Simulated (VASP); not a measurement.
A run of VASP 6.6.1 is set up as follows.

Contents of POSCAR:

```
GdN
1.0
    0.0000000000      2.4529471749      2.4529471749
    2.4529471749      0.0000000000      2.4529471749
    2.4529471749      2.4529471749      0.0000000000
Gd N
1 1
Direct
    0.5000000000      0.5000000000      0.5000000000
    0.0000000000      0.0000000000      0.0000000000
```

File INCAR.step1:

```
PREC = Accurate
ENCUT = 520
ISMEAR = 0
SIGMA = 0.05
LREAL = False
LASPH = True
NELM = 150
ISPIN = 2
MAGMOM = 7.61 0
LMAXMIX = 6
NBANDS = 22
GGA = PE
ALGO = Normal
EDIFF = 1E-4
LWAVE = True
LCHARG = False
```

INCAR.step2

```
PREC = Accurate
ENCUT = 520
EDIFF = 1E-7
ISMEAR = 0
SIGMA = 0.05
LREAL = False
LASPH = True
NELM = 150
ALGO = Normal
ISIF = 2
LWAVE = False
LCHARG = False
ISPIN = 2
MAGMOM = 7.61 0
LORBIT = 11
LMAXMIX = 6
METAGGA = R2SCAN
LMIXTAU = True
NBANDS = 22
ISTART = 1
```

File KPOINTS:

```
Automatic mesh
0
Gamma
  12 12 12
```

Potentials or basis: VASP PAW PBE potentials, release 64 (Gd, N).

The run is started by

```console
$ cat potpaw_PBE.64/Gd/POTCAR potpaw_PBE.64/N/POTCAR > POTCAR
$ cp INCAR.step1 INCAR
$ mpirun -np 1 vasp_std > vasp.out
$ cp INCAR.step2 INCAR
$ mpirun -np 1 vasp_std > vasp.out
```

Predict the pressure.

7.1 GPa.

What does it give for the band gap on the k mesh?

Zero (filled and empty bands overlap).

Caveat: the cell stands under pressure; the PAW data sets were made with another functional, which shifts forces and pressure a little; spin-orbit coupling is left out, which moves the levels of the heavy elements; a cell with one magnetic atom can't hold antiferromagnetic order, which such compounds often take; semilocal functionals describe open f shells poorly, which spoils levels, moments and volumes. The state reached can hang on the start; a lower one may exist.
